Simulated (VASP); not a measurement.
Mg12H (a cell with a defect): single point with PBE

The system is Mg12H (a cell with a defect).

```
Mg H
1.0
     6.42000    0.00000    0.00000
    -4.81500    8.33982    0.00000
     0.00000    0.00000    5.21304
Mg H
12 1
Cartesian
  -0.0100 -0.0202 -0.0107
  -0.0326 1.9085 2.6273
  -1.5881 2.8003 0.0077
  -1.5896 4.6338 2.6038
  -3.1928 5.5812 0.0051
  -3.1906 7.3595 2.6183
  3.2340 -0.0372 -0.0175
  3.2303 1.8861 2.6244
  1.5885 2.8411 -0.0094
  1.5923 4.6430 2.5919
  -0.0180 5.5464 -0.0040
  -0.0073 7.3918 2.5949
  1.5857 0.9103 2.3145
```

```
Program                : VASP 6.6.1
Task                   : single point
Functional             : PBE
Potentials or basis    : VASP PAW PBE potentials, release 64 (Mg, H)
Cutoff                 : 520 eV
k mesh                 : 3 × 2 × 3
Occupations            : gaussian, width 0.05 eV
Spin                   : no spin polarisation
Dipole correction      : no
Further INCAR settings : ALGO = Normal; EDIFF = 1e-07; NBANDS = 24
```

```json
{
  "Pressure": "0.0 GPa",
  "Largest force": "0.151 eV/Å",
  "Band gap on the k mesh": "zero (an odd number of electrons rules out a gap without spin polarisation)"
}
```

Forces in eV/Å, atoms in the order of the input:
```
Mg   0.004  0.002  0.008
Mg  -0.002 -0.002  0.023
Mg  -0.001  0.000  0.018
Mg  -0.001 -0.001  0.013
Mg  -0.001  0.000  0.016
Mg   0.001  0.001  0.021
Mg  -0.001  0.003  0.003
Mg   0.002  0.000  0.020
Mg   0.000 -0.001  0.007
Mg   0.002 -0.004  0.005
Mg   0.001  0.002  0.009
Mg   0.000  0.001  0.008
H   -0.004 -0.003 -0.151
```

Stress tensor (GPa, compression positive):
```
 0.15  0.25  0.02
 0.25 -0.19  0.01
 0.02  0.01  0.12
```

Levels at points of the mesh, in eV from the Fermi level:
```csv
k point,band 10,band 11,band 12,band 13,band 14,band 15,band 16,band 17
"(0.00, 0.00, 0.00)",-0.55,-0.08,0.24,0.37,0.44,0.64,1.33,1.87
"(0.00, 0.50, 0.00)",-1.10,-1.02,-0.66,-0.18,-0.07,1.27,1.90,1.90
```

Run time: 73 s on 1 thread of Intel(R) Xeon(R) Platinum 8559C (Emerald Rapids) (shared host), peak memory 0.35 GiB.

Caveat: the k points lie up to 0.40 Å⁻¹ apart, too coarse for converged energies and pressures of a metal.
